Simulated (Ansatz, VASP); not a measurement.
# Two plane-wave programs on In7O

```
CELL_PARAMETERS angstrom
0.00000 4.65429 4.65429
4.65429 0.00000 4.65429
4.65429 4.65429 0.00000
ATOMIC_POSITIONS crystal
In 0.50030 0.99970 0.99970
In 0.99970 0.50030 0.50030
In 0.99970 0.50030 0.99970
In 0.50030 0.99970 0.50030
In 0.99970 0.99970 0.50030
In 0.50030 0.50030 0.99970
In 0.00000 0.00000 0.00000
O 0.50000 0.50000 0.50000
```

Alike in both runs: functional PBE; k mesh 3 × 3 × 3; occupations gaussian, width 0.2 eV; no spin polarisation.

Ansatz relaxed the structure, and its values are those at the end. VASP's run is a single point on that final structure, the one shown.

|  | VASP | Ansatz |
| --- | --- | --- |
| version | VASP 6.6.1 | Ansatz 0.2.0 |
| potentials or method | VASP PAW PBE potentials, release 64 (In_d, O), cutoff 600 eV | scalar-relativistic, plane waves, PAW |
| valence electrons in the cell | 97 | 97 |

```csv
,VASP,Ansatz,Ansatz less VASP
gap on the k mesh at the Fermi level (eV),none,none,-
pressure (GPa),-0.1,0.0,+0.03
rms of the force components (eV/Å),0.008,0.008,0.0000
```

A gap of «none» marks a metal or a gap that the smearing closes.

The k mesh is coarse, so the values compare programs but aren't converged.
